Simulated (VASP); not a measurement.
Write the native input for VASP 6.6.1 that does the following.

* Task: single point
* Functional: PBE
* Potentials or basis: VASP PAW PBE potentials, release 64 (Zn, Se, S)
* Cutoff: 520 eV
* k mesh: 4 × 4 × 4
* Occupations: gaussian, width 0.1 eV
* Spin: no spin polarisation
* Dipole correction: no
* Further INCAR settings: ALGO = Normal; EDIFF = 1e-06; NBANDS = 56

The structure of Zn5Se2S3 lies in POSCAR:

```
Zn5Se2S3
1.0
    0.0000000000     -3.9319460773      0.0000000000
    3.9319460773      0.0000000000      0.0000000000
   -1.9659730387      1.9659730387     13.8875552187
Zn Se S
5 2 3
Direct
    0.0000000000      0.0000000000      0.0000000000
    0.6065236315      0.6065236315      0.2130472631
    0.2022378865      0.2022378865      0.4044757729
    0.7977621135      0.7977621135      0.5955242271
    0.3934763685      0.3934763685      0.7869527369
    0.5532207610      0.0532207610      0.1064415219
    0.9467792390      0.4467792390      0.8935584781
    0.1543804129      0.6543804129      0.3087608258
    0.7500000000      0.2500000000      0.5000000000
    0.3456195871      0.8456195871      0.6912391742
```

One way to write it, as run:

INCAR

```
  PREC = Accurate
  ENCUT = 520
  EDIFF = 1E-6
  ISMEAR = 0
  SIGMA = 0.1
  LREAL = False
  LASPH = True
  NELM = 60
  ALGO = Normal
  ISIF = 2
  LWAVE = False
  LCHARG = False
  GGA = PE
  NBANDS = 56
```

KPOINTS

```
Automatic mesh
0
Gamma
  4 4 4
```

Potentials or basis: VASP PAW PBE potentials, release 64 (Zn, Se, S).

The run is started by

```bash
$ cat potpaw_PBE.64/Zn/POTCAR potpaw_PBE.64/Se/POTCAR potpaw_PBE.64/S/POTCAR > POTCAR
$ mpirun -np 1 vasp_std > vasp.out
```

Results of the run:

The pressure is 0.3 GPa, the largest force is 0.004 eV/Å and the band gap on the k mesh is 1.53 eV.

Wall time 2.2 min on 1 thread of AMD EPYC 7R13 Processor (Zen 3), with other jobs on the host, peak memory 0.34 GiB.
